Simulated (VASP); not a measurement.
## Ti3C2: single point with r2SCAN

Crystal: Ti3C2.

```xyz
5
Lattice="3.0925 0.0000 0.0000 -1.5463 2.6782 0.0000 0.0000 0.0000 7.2790" Properties=species:S:1:pos:R:3 pbc="T T T"
Ti    0.0000    0.0000    0.0000
Ti    0.0000    1.7855    4.9377
Ti    1.5463    0.8927    2.3413
C     0.0000    1.7855    1.2861
C     1.5463    0.8927    5.9928
```

| Item | Value |
| --- | --- |
| Program | VASP 6.6.1 |
| Task | single point |
| Functional | r2SCAN |
| Potentials or basis | VASP PAW PBE potentials, release 64 (Ti_sv, C) |
| Cutoff | 520 eV |
| k mesh | 6 × 6 × 4 |
| Occupations | gaussian, width 0.1 eV |
| Spin | no spin polarisation |

```json
{
 "Pressure": "0.7 GPa",
 "Largest force": "0.076 eV/Å",
 "Band gap on the k mesh": "zero (band 22 reaches 9.52 eV, above the bottom of band 23 at 8.75 eV)"
}
```

Forces in eV/Å, atoms in the order of the input:
```
Ti   0.000  0.000  0.000
Ti   0.000  0.000 -0.076
Ti   0.000  0.000  0.076
C    0.000  0.000  0.004
C    0.000  0.000 -0.004
```

Stress tensor (GPa, compression positive):
```
0.48 0.00 0.00
0.00 0.48 0.00
0.00 0.00 1.00
```

Levels at points of the mesh, in eV from the Fermi level:
```csv
k point,band 18,band 19,band 20,band 21,band 22,band 23,band 24,band 25,band 26,band 27
"(0.00, 0.00, 0.00)",-2.98,-1.98,-1.98,-1.83,0.53,0.53,1.00,1.79,1.79,2.11
"(0.50, 0.00, 0.00)",-3.09,-3.07,-2.09,-1.72,-1.18,0.35,2.31,2.70,2.71,2.88
"(0.00, 0.00, 0.50)",-3.18,-1.83,-1.83,-0.91,0.63,0.75,0.75,1.39,1.39,1.62
"(0.50, 0.00, 0.50)",-3.14,-3.13,-1.96,-1.48,-1.22,0.29,1.76,2.14,2.73,3.03
```

Run time: 2.4 min on 1 thread of Intel Xeon 6975P-C, on a shared host, peak memory 0.19 GiB.

Caveat: the k points lie up to 0.39 Å⁻¹ apart; the PAW data sets were made with another functional, which shifts forces and pressure a little.
